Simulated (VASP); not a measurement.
Write the native input for VASP 6.6.1 that does the following.

```yaml
Task: single point
Functional: r2SCAN
Potentials_or_basis: VASP PAW PBE potentials, release 64 (Si, W_sv)
Cutoff: 520 eV
k_mesh: 14 × 14 × 14
Occupations: gaussian, width 0.15 eV
Spin: no spin polarisation
Dipole_correction: no
Further_INCAR_settings: ALGO = Normal; EDIFF = 1e-06; NBANDS = 31
```

The system is SiW3.

```
CELL_PARAMETERS angstrom
-2.58915 2.56326 2.56326
2.58915 -2.61504 2.61504
2.58915 2.61504 -2.61504
ATOMIC_POSITIONS crystal
Si 0.00000 0.00000 0.00000
W 0.50000 0.50000 0.00000
W 0.50000 0.00000 0.50000
W 0.00000 0.50000 0.50000
```

This cell differs from its parent crystal: strain -0.0200 x Voigt [0, 0, 0, 1, 0, 0].

These files were run (other wordings do the same):

POSCAR

```
SiW3
1.0
   -2.5891531054      2.5632615743      2.5632615743
    2.5891531054     -2.6150446365      2.6150446365
    2.5891531054      2.6150446365     -2.6150446365
Si W
1 3
Direct
    0.0000000000      0.0000000000      0.0000000000
    0.5000000000      0.5000000000      0.0000000000
    0.5000000000      0.0000000000      0.5000000000
    0.0000000000      0.5000000000      0.5000000000
```

INCAR.step1

```
SYSTEM = SiW3
  PREC = Accurate
  ENCUT = 520
  ISMEAR = 0
  SIGMA = 0.15
  LREAL = .FALSE.
  LASPH = .TRUE.
  NELM = 80
  NBANDS = 31
  GGA = PE
  ALGO = Normal
  EDIFF = 1E-4
  LWAVE = .TRUE.
  LCHARG = .FALSE.
  KPAR = 4
```

INCAR.step2

```
SYSTEM = SiW3
  PREC = Accurate
  ENCUT = 520
  EDIFF = 1E-6
  ISMEAR = 0
  SIGMA = 0.15
  LREAL = .FALSE.
  LASPH = .TRUE.
  NELM = 80
  ALGO = Normal
  ISIF = 2
  LWAVE = .FALSE.
  LCHARG = .FALSE.
  METAGGA = R2SCAN
  LMIXTAU = .TRUE.
  NBANDS = 31
  ISTART = 1
  KPAR = 4
```

KPOINTS

```
regular mesh
0
G
  14 14 14
  0 0 0
```

Potentials or basis: VASP PAW PBE potentials, release 64 (Si, W_sv).

Run with:

```console
$ cat potpaw_PBE.64/Si/POTCAR potpaw_PBE.64/W_sv/POTCAR > POTCAR
$ cp INCAR.step1 INCAR
$ mpirun -np 4 vasp_std > vasp.out
$ cp INCAR.step2 INCAR
$ mpirun -np 4 vasp_std > vasp.out
```

Results of the run:

```json
{"Pressure": "0.7 GPa", "Band gap on the k mesh": "zero (bands 23 and 24 overlap by 1.93 eV)"}
```

Caveat: the cell differs from its parent crystal (strain -0.0200 x Voigt [0, 0, 0, 1, 0, 0]); the PAW data sets were made with another functional, which shifts forces and pressure a little; spin-orbit coupling is left out, which moves the levels of the heavy elements.

It took 24 min on 4 MPI ranks on Oxide Virtual Turin-like Processor, on a shared host, peak memory 0.75 GiB a rank.
